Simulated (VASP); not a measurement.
A run of VASP 6.6.1 is set up as follows.

The input INCAR:

```
PREC     = Accurate       # precision mode
ENCUT    = 520            # plane-wave cutoff, eV
EDIFF    = 1E-6           # SCF threshold, eV
ISMEAR   = 0              # smearing method
SIGMA    = 0.1            # smearing width, eV
LREAL    = F              # projectors in reciprocal space
LASPH    = T              # aspherical terms in the spheres
NELM     = 60             # most SCF steps
ALGO     = Normal         # electronic algorithm
ISIF     = 2              # what is computed and relaxed
LWAVE    = F              # write WAVECAR
LCHARG   = F              # write CHGCAR
GGA      = PS             # functional
NBANDS   = 22             # bands
```

Contents of KPOINTS:

```
Automatic mesh
0
Gamma
  12 12 6
```

File POSCAR:

```
Br
1.0
    4.8212977005      0.0000000000      0.0000000000
   -2.4106488502      4.1753662878      0.0000000000
    0.0000000000      0.0000000000      8.0694722454
Br
4
Direct
    0.0000000000      0.0000000000      0.2500000000
    0.0000000000      0.0000000000      0.7500000000
    0.3333333333      0.6666666667      0.7500000000
    0.6666666667      0.3333333333      0.2500000000
```

Potentials or basis: VASP PAW PBE potentials, release 64 (Br).

Launch:

```console
$ cat potpaw_PBE.64/Br/POTCAR > POTCAR
$ mpirun -np 1 vasp_std > vasp.out
```

Problem. What does it give for the band gap on the k mesh?

Solution. Zero (bands 14 and 15 overlap by 0.07 eV).

Problem. Estimate the pressure.

Solution. 0.0 GPa.

Caveat: the PAW data sets were made with another functional, which shifts forces and pressure a little; this functional lacks dispersion, which binds layers or chains, so the pressure and a relaxed spacing across them are unreliable.
